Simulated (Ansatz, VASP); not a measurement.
# AlCo3: VASP beside Ansatz

Contents of POSCAR:

```
AlCo3
1.0
    3.5749480000      0.0000000000      0.0000000000
    0.0000000000      3.5749480000      0.0000000000
    0.0000000000      0.0000000000      3.5749480000
Al Co
1 3
Direct
    0.0000000000      0.0000000000      0.0000000000
    0.5000000000      0.5000000000      0.0000000000
    0.5000000000      0.0000000000      0.5000000000
    0.0000000000      0.5000000000      0.5000000000
```

Contents of INCAR.step1:

```
  PREC = Accurate
  ENCUT = 600
  ISMEAR = 0
  SIGMA = 0.1
  LREAL = False
  LASPH = True
  NELM = 80
  GGA = PE
  ALGO = Normal
  EDIFF = 1E-4
  LWAVE = True
  LCHARG = False
```

File INCAR.step2:

```
  PREC = Accurate
  ENCUT = 600
  EDIFF = 1E-6
  ISMEAR = 0
  SIGMA = 0.1
  LREAL = False
  LASPH = True
  NELM = 80
  ALGO = Normal
  ISIF = 3
  LWAVE = False
  LCHARG = False
  METAGGA = R2SCAN
  LMIXTAU = True
  IBRION = 2
  NSW = 80
  EDIFFG = -0.01
  ISTART = 1
```

The input KPOINTS:

```
Automatic mesh
0
Gamma
  12 12 12
```

Input for Ansatz:

```yaml
crystal:
  lattice:
    - [3.574948, 0.0, 0.0]
    - [0.0, 3.574948, 0.0]
    - [0.0, 0.0, 3.574948]
  atoms:
    - { symbol: Al, position: [0.0, 0.0, 0.0] }
    - { symbol: Co, position: [0.5, 0.5, 0.0] }
    - { symbol: Co, position: [0.5, 0.0, 0.5] }
    - { symbol: Co, position: [0.0, 0.5, 0.5] }
basis:
  ecutwfc: 500
kpoints:
  mp_grid: { grid: [12, 12, 12] }
hamiltonian:
  xc: r2scan
scf:
  occupations: { method: gaussian, width: 0.1 }
  lower_state_search: "off"
output:
  forces: true
  stress: true
  eigenvalues: true
relax:
  adjacent_minimum: "off"
  f_tol: 0.01
  max_steps: 60
  cell: { stress_tol: 0.05 }
```

Alike in both runs: task relaxation of cell and atoms; functional r2SCAN; k mesh 12 × 12 × 12; occupations gaussian, width 0.1 eV; no spin polarisation.

|  | VASP | Ansatz |
| --- | --- | --- |
| version | VASP 6.6.1 | Ansatz 0.2.0 |
| potentials or method | VASP PAW PBE potentials, release 64 (Al, Co), cutoff 600 eV | scalar-relativistic, plane waves, PAW |
| valence electrons in the cell | 30 | 54 |

Ansatz gave:

| Item | Value |
| --- | --- |
| gap on the k mesh at the Fermi level, each at its own relaxed structure (eV) | none |
| relaxed volume (Å³/atom) | 10.69 |
| relaxed cell length with the largest relative difference (Å) | 3.497 |

Problem. Estimate VASP's values.

Solution. gap on the k mesh at the Fermi level, each at its own relaxed structure (eV): none; relaxed volume (Å³/atom): 10.68; relaxed cell length with the largest relative difference (Å): 3.496.

VASP's potentials were made for PBE, not for r2SCAN. A gap of «none» marks a metal or a gap that the smearing closes. VASP's potentials hold 30 valence electrons a cell and Ansatz's 54, so a difference there can come from the potentials and not from the codes.
